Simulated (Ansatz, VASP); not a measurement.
**One calculation of TiSi2, two programs**

The input POSCAR:

```
TiSi2
1.0
    4.3746400000      0.0000000000      0.0000000000
   -2.1873200000      3.7885500000      0.0000000000
    0.0000000000      0.0000000000      2.5610100000
Ti Si
1 2
Direct
    0.0000000000      0.0000000000      0.0000000000
    0.3333300000      0.6666700000      0.5000000000
    0.6666700000      0.3333300000      0.5000000000
```

Contents of INCAR.step1:

```
SYSTEM = TiSi2
ALGO     = Normal         ! electronic algorithm
EDIFF    = 1E-5           ! SCF threshold, eV
ENCUT    = 520            ! plane-wave cutoff, eV
GGA      = PE             ! functional
ISIF     = 2              ! what is computed and relaxed
ISMEAR   = -1             ! smearing method
LASPH    = .TRUE.         ! aspherical terms in the spheres
LCHARG   = .FALSE.        ! write CHGCAR
LREAL    = .FALSE.        ! projectors in reciprocal space
LWAVE    = .TRUE.         ! write WAVECAR
NBANDS   = 17             ! bands
NELM     = 100            ! most SCF steps
PREC     = Accurate       ! precision mode
SIGMA    = 0.05           ! smearing width, eV
```

INCAR.step2

```
SYSTEM = TiSi2
AEXX     = 0.25           ! exact-exchange fraction
ALGO     = Normal         ! electronic algorithm
EDIFF    = 1E-6           ! SCF threshold, eV
ENCUT    = 520            ! plane-wave cutoff, eV
GGA      = PE             ! functional
ISIF     = 2              ! what is computed and relaxed
ISMEAR   = -1             ! smearing method
ISTART   = 1            
LASPH    = .TRUE.         ! aspherical terms in the spheres
LCHARG   = .FALSE.        ! write CHGCAR
LHFCALC  = .TRUE.         ! exact exchange
LREAL    = .FALSE.        ! projectors in reciprocal space
LWAVE    = .FALSE.        ! write WAVECAR
NBANDS   = 17             ! bands
NELM     = 100            ! most SCF steps
PREC     = Accurate       ! precision mode
PRECFOCK = Normal       
SIGMA    = 0.05           ! smearing width, eV
```

File KPOINTS:

```
k-points
0
G
  4 4 6
  0 0 0
```

File input.yaml:

```yaml
crystal:
  lattice:
    - [4.37464, 0.0, 0.0]
    - [-2.18732, 3.78855, 0.0]
    - [0.0, 0.0, 2.56101]
  atoms:
    - { symbol: Ti, position: [0.0, 0.0, 0.0] }
    - { symbol: Si, position: [0.33333, 0.66667, 0.5] }
    - { symbol: Si, position: [0.66667, 0.33333, 0.5] }
hamiltonian:
  xc: pbe0
  pseudopotentials: { kind: paw }
kpoints:
  mp_grid: { grid: [4, 4, 6] }
scf:
  occupations: { method: fermi_dirac, width: 0.05 }
  n_extra_bands: 7
output:
  forces: true
  stress: true
  eigenvalues: true
  dos: { projected: true, de: 0.05 }
  write_density: true
  write_potential: true
  elf: true
  volumetric_format: npy
```

Alike in both runs: functional PBE0; k mesh 4 × 4 × 6; occupations fermi-dirac, width 0.05 eV; no spin polarisation.

|  | VASP | Ansatz |
| --- | --- | --- |
| version | VASP 6.6.1 | Ansatz 0.2.0 |
| potentials or method | VASP PAW PBE potentials, release 64 (Ti_sv, Si) | Ansatz PAW |
| plane-wave cutoff (eV) | 520 | 420 |
| valence electrons in the cell | 20 | 20 |
| task | single point | projected density of states |

VASP gave:

| Property | Result |
| --- | --- |
| gap on the k mesh at the Fermi level (eV) | none |
| pressure (GPa) | -2.6 |
| traceless stress, the component that is largest in VASP (GPa) | -10.64 |
| rms of the force components (eV/Å) | 0.018 |

Q: What did Ansatz give for the same quantities?

A: gap on the k mesh at the Fermi level (eV): none; pressure (GPa): -2.3; traceless stress, the component that is largest in VASP (GPa): -10.63; rms of the force components (eV/Å): 0.000.

Atom by atom the forces differ by 0.018 eV/Å (rms over components). A gap of «none» marks a metal or a gap that the smearing closes. With one functional, cell and mesh, what is left measures potentials, basis and numerics.

The k mesh is coarse, so the values compare programs but aren't converged.
